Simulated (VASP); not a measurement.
Here is a VASP 6.6.1 calculation.

Contents of POSCAR:

```
TlBr
1.0
    3.9451843068      0.0000000000      0.0000000000
    0.0000000000      3.9451843068      0.0000000000
    0.0000000000      0.0000000000      3.9451843068
Tl Br
1 1
Direct
    0.0000000000      0.0000000000      0.0000000000
    0.5000000000      0.5000000000      0.5000000000
```

Contents of INCAR.step1:

```
  PREC = Accurate
  ENCUT = 400
  EDIFF = 1E-5
  ISMEAR = 0
  SIGMA = 0.01
  LREAL = F
  LASPH = T
  NELM = 120
  ALGO = Normal
  ISIF = 2
  LWAVE = T
  LCHARG = F
  NBANDS = 17
  GGA = PE
  GGA_COMPAT = F
```

File INCAR.step2:

```
  PREC = Accurate
  ENCUT = 400
  EDIFF = 1E-6
  ISMEAR = 0
  SIGMA = 0.01
  LREAL = F
  LASPH = T
  NELM = 120
  ALGO = Normal
  ISIF = 2
  LWAVE = F
  LCHARG = F
  GGA = PE
  LHFCALC = T
  AEXX = 0.25
  PRECFOCK = Normal
  NBANDS = 17
  ISTART = 1
  GGA_COMPAT = F
```

File KPOINTS:

```
Automatic mesh
0
Gamma
  4 4 4
```

Potentials or basis: VASP PAW PBE potentials, release 64 (Tl_d, Br).

The run is started by

```console
$ cat potpaw_PBE.64/Tl_d/POTCAR potpaw_PBE.64/Br/POTCAR > POTCAR
$ cp INCAR.step1 INCAR
$ mpirun -np 1 vasp_std > vasp.out
$ cp INCAR.step2 INCAR
$ mpirun -np 1 vasp_std > vasp.out
```

Task: What does it give for the pressure?

Result: 1.4 GPa.

Task: Estimate the band gap on the k mesh.

Result: 3.14 eV, direct.

Caveat: the PAW data sets were made with another functional, which shifts forces and pressure a little; spin-orbit coupling is left out, which moves the levels of the heavy elements. A k mesh can miss the band edges.
